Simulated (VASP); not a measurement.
The system is Cu.

```
Cu
1.0
     0.00000    1.77060    1.77060
     1.77060    0.00000    1.77060
     1.77060    1.77060    0.00000
Cu
1
Direct
  0.00000 0.00000 0.00000
```

Program: VASP 6.6.1. Alike in all runs: task single point; potentials or basis VASP PAW PBE potentials, release 64 (Cu_sv_GW); no spin polarisation; cell as given; k mesh 13 × 13 × 13; smearing fermi-dirac 0.05 eV.

Task: Order these runs on this cell by their pressure, lowest first.
A. level r2SCAN+rVV10; cutoff (eV) 900
B. level BLYP+D3(BJ); cutoff (eV) 820
C. level PBEsol+D3(BJ); cutoff (eV) 820

Result: C (-6.0 GPa), B (-1.4 GPa), A (2.0 GPa).

Caveats: the PAW data sets were made with another functional, which shifts forces and pressure a little; the dispersion term is far too large for a dense solid, which distorts pressure and volume (at least some runs); the cell stands under tension (at least some runs).
